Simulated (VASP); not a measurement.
## AlAu: relaxation of cell and atoms with LDA

AlAu:

```
Al Au
1.0
     3.22000    0.00000    0.00000
     0.00000    3.22000    0.00000
     0.00000    0.00000    3.22000
Al Au
1 1
Cartesian
  0.0000 0.0000 0.0000
  1.6100 1.6100 1.6100
```

```yaml
Program: VASP 6.6.1
Task: relaxation of cell and atoms
Functional: LDA
Potentials_or_basis: VASP PAW LDA potentials, release 64 (Al, Au)
Cutoff: 600 eV
k_mesh: 6 × 6 × 6
Occupations: gaussian, width 0.05 eV
Spin: no spin polarisation
Target_pressure: 20 GPa
Dipole_correction: no
Further_INCAR_settings: ALGO = Normal; EDIFF = 1e-06; IBRION = 2; EDIFFG = -0.03; NSW = 80; ISIF = 3
```

```yaml
Relaxed_volume: 14.08 Å³/atom
Relaxed_cell: a = 3.042 Å, b = 3.042 Å, c = 3.042 Å, α = 90.00°, β = 90.00°, γ = 90.00°
Space_group_after_relaxing_to_0.05_Å: Pm-3m (No. 221)
Energy_change_on_relaxing_the_enthalpy_is_what_falls: +70.9 meV/atom
Ionic_steps: 5
Pressure_after_relaxing: 20.0 GPa
Band_gap_on_the_k_mesh: zero (band 7 reaches 14.98 eV, above the bottom of band 8 at 10.92 eV)
```

Step by step:
| step | energy change (eV) | largest force (eV/Å) | pressure (GPa) | volume (Å³) |
| --- | --- | --- | --- | --- |
| 1 | 0.0000 | 0.0000 | -7.59 | 33.39 |
| 2 | 3.0300 | 0.0000 | 143.30 | 21.34 |
| 3 | 0.0933 | 0.0000 | 16.93 | 28.58 |
| 4 | 0.1218 | 0.0000 | 18.77 | 28.33 |
| 5 | 0.1419 | 0.0000 | 19.98 | 28.16 |

Final structure:
```
Al Au
1.0
     3.04248    0.00000    0.00000
     0.00000    3.04248    0.00000
     0.00000    0.00000    3.04248
Al Au
1 1
Direct
  0.00000 0.00000 0.00000
  0.50000 0.50000 0.50000
```

Levels at points of the mesh, in eV from the Fermi level:
| k point | band 4 | band 5 | band 6 | band 7 | band 8 | band 9 | band 10 | band 11 |
| --- | --- | --- | --- | --- | --- | --- | --- | --- |
| (0.00, 0.00, 0.00) | -5.85 | -5.85 | -5.85 | 2.42 | 2.42 | 2.42 | 7.40 | 7.40 |
| (0.50, 0.00, 0.00) | -7.04 | -7.04 | -5.69 | -4.00 | 4.87 | 7.06 | 7.06 | 8.73 |
| (0.50, 0.50, 0.00) | -6.78 | -4.78 | -4.78 | -4.72 | -1.64 | 1.15 | 7.37 | 10.85 |
| (0.50, 0.50, 0.50) | -4.66 | -4.66 | -0.50 | 0.01 | 0.01 | 0.01 | 2.55 | 3.90 |

It took 22 s on 1 thread of Intel Xeon 6975P-C, on a shared host, peak memory 0.16 GiB.

Caveat: the cell is relaxed towards a set pressure, so the enthalpy falls and the energy may rise; the volume moved by over 15 % at a fixed basis, so the end points are rough; spin-orbit coupling is left out, which moves the levels of the heavy elements.
